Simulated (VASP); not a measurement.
A run of VASP 6.6.1 is set up as follows.

Contents of INCAR:

```
PREC     = Accurate       # precision mode
ENCUT    = 600            # plane-wave cutoff, eV
EDIFF    = 1E-6           # SCF threshold, eV
ISMEAR   = 1              # smearing method
SIGMA    = 0.05           # smearing width, eV
LREAL    = F              # projectors in reciprocal space
LASPH    = T              # aspherical terms in the spheres
NELM     = 100            # most SCF steps
ALGO     = Normal         # electronic algorithm
ISIF     = 3              # what is computed and relaxed
LWAVE    = F              # write WAVECAR
LCHARG   = F              # write CHGCAR
GGA      = PS             # functional
IBRION   = 2              # ionic algorithm
NSW      = 60             # ionic steps
EDIFFG   = -0.01          # ionic threshold
ISYM     = 0
```

The input KPOINTS:

```
Automatic mesh
0
Gamma
  4 4 5
```

The input POSCAR:

```
Pt2Rh
1.0
    5.1688185200      0.0000000000      0.0000000000
    0.0000000000      5.1688185200      0.0000000000
    0.0000000000      0.0000000000      3.6147200400
Rh Pt
2 4
Direct
    0.0000000000      0.0000000000      0.0000000000
    0.5000000000      0.5000000000      0.5000000000
    0.3077000000      0.3077000000      0.0000000000
    0.1923000000      0.8077000000      0.5000000000
    0.6923000000      0.6923000000      0.0000000000
    0.8077000000      0.1923000000      0.5000000000
```

Potentials or basis: VASP PAW PBE potentials, release 64 (Rh_pv, Pt).

Run with:

```sh
$ cat potpaw_PBE.64/Rh_pv/POTCAR potpaw_PBE.64/Pt/POTCAR > POTCAR
$ mpirun -np 1 vasp_std > vasp.out
```

Q: Predict the relaxed volume.

A: 19.61 Å³/atom.

Q: Estimate the space group after relaxing (to 0.05 Å).

A: P4_2/mnm (No. 136).

Q: What does it give for the relaxed cell?

A: a = 5.259 Å, b = 5.259 Å, c = 4.256 Å, α = 90.00°, β = 90.00°, γ = 90.00°.

Q: What does it give for the band gap on the k mesh?

A: Zero (band 35 reaches 6.92 eV, above the bottom of band 36 at 6.52 eV).

Final structure:
```
Rh Pt
1.0
     5.25863    0.00021    0.00000
     0.00021    5.25863    0.00000
     0.00000    0.00000    4.25587
Rh Pt
2 4
Cartesian
  0.0000 0.0000 0.0000
  2.6294 2.6294 2.1279
  1.6898 1.6899 0.0000
  0.9397 4.3191 2.1279
  3.5690 3.5690 4.2559
  4.3191 0.9397 2.1279
```

Caveat: the volume moved by over 15 % at a fixed basis, so the end points are rough; the PAW data sets were made with another functional, which shifts forces and pressure a little; spin-orbit coupling is left out, which moves the levels of the heavy elements.
